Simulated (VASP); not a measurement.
**Pt: single point with revPBE**

The system is Pt.

```xyz
2
Lattice="2.8846 0.0000 0.0000 -1.4423 2.4981 0.0000 0.0000 0.0000 4.9628" Properties=species:S:1:pos:R:3 pbc="T T T"
Pt    0.0000    1.6654    1.2407
Pt    1.4423    0.8327    3.7221
```

This cell differs from its parent crystal: volume scaled by 1.12.

* Program: VASP 6.6.1
* Task: single point
* Functional: revPBE
* Potentials or basis: VASP PAW PBE potentials, release 64 (Pt)
* Cutoff: 520 eV
* k mesh: 15 × 15 × 8
* Occupations: fermi-dirac, width 0.1 eV
* Spin: no spin polarisation
* Dipole correction: no
* Further INCAR settings: ALGO = Normal; EDIFF = 1e-06; NBANDS = 17

| Property | Result |
| --- | --- |
| Pressure | -19.2 GPa |
| Band gap on the k mesh | zero (band 10 reaches 8.64 eV, above the bottom of band 11 at 7.66 eV) |

Stress tensor (GPa, compression positive):
```
-19.81   0.00   0.00
  0.00 -19.81   0.00
  0.00   0.00 -17.84
```

Levels at points of the mesh, in eV from the Fermi level:
```
           k point  band 6  band 7  band 8  band 9  band 10  band 11  band 12  band 13  band 14  band 15
(0.00, 0.00, 0.00)   -2.48   -2.48   -1.52   -1.52    -0.21    -0.21    -0.11     4.05    15.17    15.76
(0.00, 0.00, 0.50)   -2.78   -2.78   -2.78   -0.68    -0.68    -0.68    -0.68    11.22    11.22    15.48
```

It took 23 s on 1 thread of Intel(R) Xeon(R) 6975P-C (Granite Rapids) (shared host), peak memory 0.2 GiB.

Caveat: the PAW data sets were made with another functional, which shifts forces and pressure a little; spin-orbit coupling is left out, which moves the levels of the heavy elements.
